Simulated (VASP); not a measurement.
# Hf7PO16 (a cell with a defect) in VASP: relaxation of the atoms with PBE

Aim: the relaxation of the atoms of Hf7PO16 (a cell with a defect) with PBE.

Everything below comes from runs of VASP 6.6.1. Logs are shortened: lines on timing, memory, paths and dates and some standing lists are left out, and cuts for length are marked.

### 1 The cell of the first run

The cell holds a defect, 24 atoms: a = 7.471 Å, b = 6.784 Å, c = 7.336 Å, α = 63.75°, β = 65.72°, γ = 61.72°.

### 2 Relaxation of the atoms, PBE, collinear spin

INCAR

```
  ALGO = Normal
  EDIFF = 1E-7
  EDIFFG = -0.03
  ENCUT = 520
  GGA = PE
  GGA_COMPAT = F
  IBRION = 2
  ISIF = 2
  ISMEAR = 0
  ISPIN = 2
  LASPH = T
  LCHARG = F
  LMAXMIX = 4
  LORBIT = 11
  LREAL = F
  LWAVE = F
  MAGMOM = 0 0 0 0 0 0 0 0.14 0.03 0.02 0.01 0.02 0.04 0.01 0.04 0 0 0.08 0 0.09 0.01 0.01 0.07 0
  NELM = 200
  NELMIN = 4
  NSW = 100
  NUPDOWN = 1.0
  PREC = Accurate
  SIGMA = 0.01
```

KPOINTS

```
Automatic mesh
0
Gamma
  1 1 1
  0.25 0.25 0.25
```

POSCAR

```
Hf7PO16
1.0
   -0.8929106200      5.2124939800      5.2775973300
    4.2687115500      0.0000000000      5.2725637200
    5.1616221700      5.2124939800     -0.0050336100
Hf P O
7 1 16
Direct
    0.4448699700      0.2635013000      0.0122445000
    0.9448699700      0.7635013000      0.5122445000
    0.0122445000      0.7793842300      0.9448699700
    0.5122445000      0.2793842300      0.4448699700
    0.0551300300      0.2364987000      0.4877555000
    0.5551300300      0.7364987000      0.9877555000
    0.9877555000      0.2206157700      0.0551300300
    0.4877555000      0.7206157700      0.5551300300
    0.1351439000      0.8415200700      0.6076472400
    0.6351439000      0.3415200700      0.1076472400
    0.1076472400      0.4156887900      0.1351439000
    0.6076472400      0.9156887900      0.6351439000
    0.3648561000      0.6584799300      0.8923527600
    0.8648561000      0.1584799300      0.3923527600
    0.3923527600      0.0843112100      0.3648561000
    0.8923527600      0.5843112100      0.8648561000
    0.3049605300      0.0434466800      0.0237112600
    0.8049605300      0.5434466800      0.5237112600
    0.0237112600      0.1278815400      0.8049605300
    0.5237112600      0.6278815400      0.3049605300
    0.1950394700      0.4565533200      0.4762887400
    0.6950394700      0.9565533200      0.9762887400
    0.4762887400      0.3721184600      0.6950394700
    0.9762887400      0.8721184600      0.1950394700
```

Potentials or basis: VASP PAW PBE potentials, release 64 (Hf_pv, P, O).

Run with:

```console
cat potpaw_PBE.64/Hf_pv/POTCAR potpaw_PBE.64/P/POTCAR potpaw_PBE.64/O/POTCAR > POTCAR
mpirun -np 1 vasp_std > vasp.out
```

OUTCAR:

```text
EDIFF = 1E-7
   EDIFFG = -0.03
   ENCUT = 520
   GGA = PE
   IBRION = 2
   ISIF = 2
   ISMEAR = 0
   ISPIN = 2
   LASPH = T
   LORBIT = 11
   LREAL = F
   NELM = 200
   NELMIN = 4
   NSW = 100
   NUPDOWN = 1.0
   PREC = Accurate

 ion  position               nearest neighbor table
   1  0.445  0.264  0.012-  23 2.05  22 2.07  17 2.15  10 2.16  11 2.17  13 2.27  15 2.27   6 3.34
                             7 3.44   3 3.46   4 3.46   5 3.50   6 3.59
   2  0.945  0.764  0.512-  24 2.05  21 2.07  18 2.15   9 2.16  12 2.17  14 2.27  16 2.27   5 3.34
                             7 3.44   4 3.46   3 3.46   6 3.50   5 3.59
   3  0.012  0.779  0.945-  22 2.05  24 2.07  19 2.15  11 2.16   9 2.17  16 2.27  13 2.27   7 3.34
                             5 3.44   6 3.44   1 3.46   2 3.46   7 3.59
   4  0.512  0.279  0.445-  21 2.05  23 2.07  20 2.15  12 2.16  10 2.17  15 2.27  14 2.27   8 3.34
                             5 3.44   6 3.44   2 3.46   1 3.46   7 3.50
   5  0.055  0.236  0.488-  19 2.05  18 2.07  21 2.15  14 2.16  15 2.17   9 2.27  11 2.27   2 3.34
                             4 3.44   3 3.44   7 3.46   1 3.50   2 3.59
   6  0.555  0.736  0.988-  20 2.05  17 2.07  22 2.15  13 2.16  16 2.17  10 2.27  12 2.27   1 3.34
                             4 3.44   3 3.44   7 3.46   2 3.50   1 3.59
   7  0.988  0.221  0.055-  17 2.05  19 2.07  24 2.15  16 2.16  14 2.17  11 2.27  10 2.27   3 3.34
                             1 3.44   2 3.44   6 3.46   5 3.46   4 3.50   3 3.59
   8  0.488  0.721  0.555-  18 2.05  20 2.07  23 2.15  15 2.16  13 2.17  12 2.27   9 2.27   4 3.34

   9  0.135  0.842  0.608-   2 2.16   3 2.17   5 2.27   8 2.27
  10  0.635  0.342  0.108-   1 2.16   4 2.17   6 2.27   7 2.27
  11  0.108  0.416  0.135-   3 2.16   1 2.17   7 2.27   5 2.27
  12  0.608  0.916  0.635-   4 2.16   2 2.17   8 2.27   6 2.27
  13  0.365  0.658  0.892-   6 2.16   8 2.17   1 2.27   3 2.27
  14  0.865  0.158  0.392-   5 2.16   7 2.17   2 2.27   4 2.27
  15  0.392  0.084  0.365-   8 2.16   5 2.17   4 2.27   1 2.27
  16  0.892  0.584  0.865-   7 2.16   6 2.17   3 2.27   2 2.27
  17  0.305  0.043  0.024-   7 2.05   6 2.07   1 2.15
  18  0.805  0.543  0.524-   8 2.05   5 2.07   2 2.15
  19  0.024  0.128  0.805-   5 2.05   7 2.07   3 2.15
  20  0.524  0.628  0.305-   6 2.05   8 2.07   4 2.15
  21  0.195  0.457  0.476-   4 2.05   2 2.07   5 2.15
  22  0.695  0.957  0.976-   3 2.05   1 2.07   6 2.15
  23  0.476  0.372  0.695-   1 2.05   4 2.07   8 2.15
  24  0.976  0.872  0.195-   2 2.05   3 2.07   7 2.15

  LATTYP: Found a base centered monoclinic cell.
 ALAT       =    10.3232492488
 B/A-ratio  =     1.0098552993
 C/A-ratio  =     0.6571515129
 COS(beta)  =    -0.6284796796

  Lattice vectors:

 A1 = (  -5.1616221700,   5.2124939800,   0.0050336100)
 A2 = (  -5.1616221700,  -5.2124939800,   0.0050336100)
 A3 = (   4.2687115500,   0.0000000000,   5.2725637200)

[... 219 lines left out ...]
  Total      -11.2502081    -10.7203502    -10.3050920      0.6215734     -0.2498576     -0.4940945
  in kB      -63.4811485    -60.4913382    -58.1481756      3.5073299     -1.4098624     -2.7880092
  external PRESSURE =     -60.7068874 kB  Pullay stress =       0.0000000 kB
[... 155 lines left out ...]
  FREE ENERGIE OF THE ION-ELECTRON SYSTEM (eV)
  ---------------------------------------------------
  free  energy   TOTEN  =      -230.4437107762 eV

  energy  without entropy=     -230.4437107762  energy(sigma->0) =     -230.44371078

[... ionic steps 4 to 32 ...]

--------------------------------------- Ionic step       33  -------------------------------------------

 number of electron     171.0000007 magnetization       1.0000000

------------------------ aborting loop because EDIFF is reached ----------------------------------------
[... 111 lines left out ...]
--------------------------------------- Ionic step       35  -------------------------------------------

 number of electron     171.0000007 magnetization       1.0000000

 Free energy of the ion-electron system (eV)
  ---------------------------------------------------
  ext. energy  EPLUGINS =         0.00000000
  ---------------------------------------------------
  free energy    TOTEN  =      -232.51725862 eV

  energy without entropy =     -232.51725862  energy(sigma->0) =     -232.51725862

 E-fermi :   2.8796     XC(G=0): -11.1258

 val. band max:        3.5557926134   @ k =   0.2500   0.2500   0.2500
 cond. band min:       4.7656810373   @ k =  -0.0000  -0.2500  -0.0000
 fundamental gap:      1.2098884239
 Fermi energy:         3.6462387432

 spin component 1

 k-point     1 :       0.2500    0.2500    0.2500
  band No.  band energies     occupation
      1     -26.8153      1.00000
      2     -26.7491      1.00000
      3     -26.7196      1.00000
      4     -26.6503      1.00000
      5     -26.6238      1.00000
      6     -26.6038      1.00000
[... 189 lines left out ...]
     96       8.7853      0.00000
     97       8.8765      0.00000
 Fermi energy:         2.8796388776

 spin component 2

 k-point     1 :       0.2500    0.2500    0.2500
  band No.  band energies     occupation
      1     -26.8111      1.00000
      2     -26.7472      1.00000
      3     -26.7183      1.00000
      4     -26.6478      1.00000
      5     -26.6221      1.00000
      6     -26.5982      1.00000
[... 189 lines left out ...]
     96       8.7986      0.00000
     97       8.8888      0.00000
 [bands above 97 left out]

------------------------ aborting loop because EDIFF is reached ----------------------------------------

  FORCE on cell =-STRESS in cart. coord.  units (eV):
  Direction    XX          YY          ZZ          XY          YZ          ZX
  --------------------------------------------------------------------------------------
  -------------------------------------------------------------------------------------
  Total       -1.7179782     -3.0161778     -3.0566076      2.7585616      0.2638245      0.8945227
  in kB       -9.6939742    -17.0192792    -17.2474110     15.5656372      1.4886732      5.0474916
  external PRESSURE =     -14.6535548 kB  Pullay stress =       0.0000000 kB
[... 39 lines left out ...]
  FREE ENERGIE OF THE ION-ELECTRON SYSTEM (eV)
  ---------------------------------------------------
  free  energy   TOTEN  =      -232.5172586237 eV

  energy  without entropy=     -232.5172586237  energy(sigma->0) =     -232.51725862

 reached required accuracy - stopping structural energy minimisation

 total charge

# of ion       s       p       d       tot
------------------------------------------
    1        0.309   6.605   1.449   8.362
    2        0.310   6.598   1.470   8.378
    3        0.306   6.590   1.420   8.316
    4        0.314   6.599   1.503   8.416
    5        0.309   6.585   1.462   8.356
    6        0.305   6.581   1.417   8.304
[... 16 lines left out ...]
   23        1.569   3.582   0.000   5.151
   24        1.561   3.533   0.000   5.094
--------------------------------------------------
tot         28.140 104.164  10.174 142.477

 magnetization (x)

# of ion       s       p       d       tot
------------------------------------------
    1        0.000   0.001   0.002   0.003
    2        0.000   0.001   0.001   0.002
    3        0.000  -0.000   0.000   0.000
    4        0.001   0.002  -0.000   0.002
    5        0.001   0.004   0.008   0.012
    6       -0.000   0.001   0.001   0.002
[... 16 lines left out ...]
   23        0.003   0.065   0.000   0.068
   24        0.000   0.001   0.000   0.001
--------------------------------------------------
tot          0.140   0.573   0.012   0.725
```

Wall time 2.5 h (1 thread of Intel Xeon 8259CL, shared host); peak memory 0.57 GiB.

What came out:

* Free energy: -232.5173 eV
* Energy gained by relaxing: 130.7 meV/atom
* Ionic steps: 35
* Pressure after relaxing: -1.5 GPa
* Largest force after relaxing: 0.027 eV/Å
* Net moment: 1.00 μB per cell
* Site moments: Hf +0.00, +0.01 (each value once); P +0.31; O +0.02, +0.01, +0.00, +0.04, +0.03, +0.08, +0.09, +0.07 (each value once) μB
* Valence electrons inside the program's atomic spheres: Hf 8.36, 8.38, 8.32, 8.42, 8.30 (each value once); P 2.34; O 5.10, 5.09, 5.11, 5.05, 5.15, 5.14, 5.08 (each value once)

Forces in eV/Å, atoms in the order of the input:
```
Hf   0.000 -0.003  0.012
Hf   0.004 -0.017  0.004
Hf   0.001  0.003  0.009
Hf  -0.002  0.016 -0.006
Hf  -0.003  0.001 -0.016
Hf   0.009 -0.002  0.007
Hf  -0.005 -0.001 -0.012
P    0.007  0.008 -0.003
O   -0.004 -0.008 -0.001
O   -0.001  0.006  0.000
O   -0.008  0.003  0.010
O   -0.001 -0.008  0.010
O    0.011 -0.007 -0.008
O   -0.002  0.010  0.005
O   -0.003 -0.003  0.003
O   -0.002  0.005 -0.003
O   -0.002  0.003 -0.006
O   -0.005 -0.001 -0.011
O   -0.010  0.001  0.005
O   -0.009 -0.005  0.010
O    0.004  0.004 -0.011
O    0.009  0.001 -0.010
O    0.012 -0.010  0.022
O   -0.002  0.001 -0.009
```

Step by step:
```tsv
step	energy change (eV)	largest force (eV/Å)	pressure (GPa)
1	0.0000	2.4305	-6.07
2	-0.6979	3.1495	-6.84
3	-1.0640	4.3732	-2.51
4	-1.3759	2.8873	-6.69
5	-1.6138	2.4499	-5.38
6	-1.7998	2.3264	-4.36
7	-1.8252	2.5629	-3.71
8	-2.1769	1.9823	-3.75
9	-2.6267	1.6897	-3.26
10	-2.7746	1.3059	-3.09
11	-2.9344	1.1244	-2.40
12	-3.0003	0.4808	-2.10
13	-3.0107	0.6618	-1.88
14	-3.0484	0.3629	-1.77
15	-3.0606	0.5360	-1.62
16	-3.0862	0.3314	-1.68
17	-3.0889	0.5232	-1.69
18	-3.1060	0.1758	-1.57
19	-3.1073	0.2196	-1.52
20	-3.1179	0.1340	-1.40
21	-3.1198	0.1930	-1.31
22	-3.1264	0.1145	-1.36
23	-3.1268	0.1863	-1.38
24	-3.1311	0.1193	-1.37
25	-3.1312	0.1583	-1.36
26	-3.1341	0.1452	-1.41
27	-3.1341	0.1403	-1.41
28	-3.1357	0.1263	-1.48
29	-3.1357	0.1048	-1.47
30	-3.1368	0.0547	-1.47
31	-3.1368	0.0606	-1.47
32	-3.1373	0.0494	-1.46
33	-3.1373	0.0646	-1.45
34	-3.1375	0.0366	-1.47
35	-3.1375	0.0270	-1.47
```

Final structure:
```
Hf P O
1.0
    -0.89291    5.21249    5.27760
     4.26871    0.00000    5.27256
     5.16162    5.21249   -0.00503
Hf P O
7 1 16
Direct
  0.43885 0.26833 0.02640
  0.94298 0.77406 0.51410
  0.01153 0.78287 0.94582
  0.50972 0.26071 0.43814
  0.06715 0.21563 0.49073
  0.55136 0.75294 0.96447
  0.98435 0.22785 0.05498
  0.55075 0.61351 0.52815
  0.10867 0.85539 0.61565
  0.63566 0.34520 0.11307
  0.09857 0.41947 0.13359
  0.61561 0.93216 0.64394
  0.35381 0.65087 0.92116
  0.86464 0.16611 0.38816
  0.38571 0.10667 0.35280
  0.88494 0.58646 0.86545
  0.30399 0.04573 0.02948
  0.78482 0.54087 0.52976
  0.03174 0.13335 0.80270
  0.54654 0.61665 0.31300
  0.19139 0.46308 0.47834
  0.69261 0.97437 0.96848
  0.48543 0.38789 0.68041
  0.95918 0.87982 0.20118
```

Caveat: the k points lie up to 0.55 Å⁻¹ apart; spin-orbit coupling is left out, which moves the levels of the heavy elements; the total moment is fixed, so each spin has its own Fermi level and the state may be an excited one.
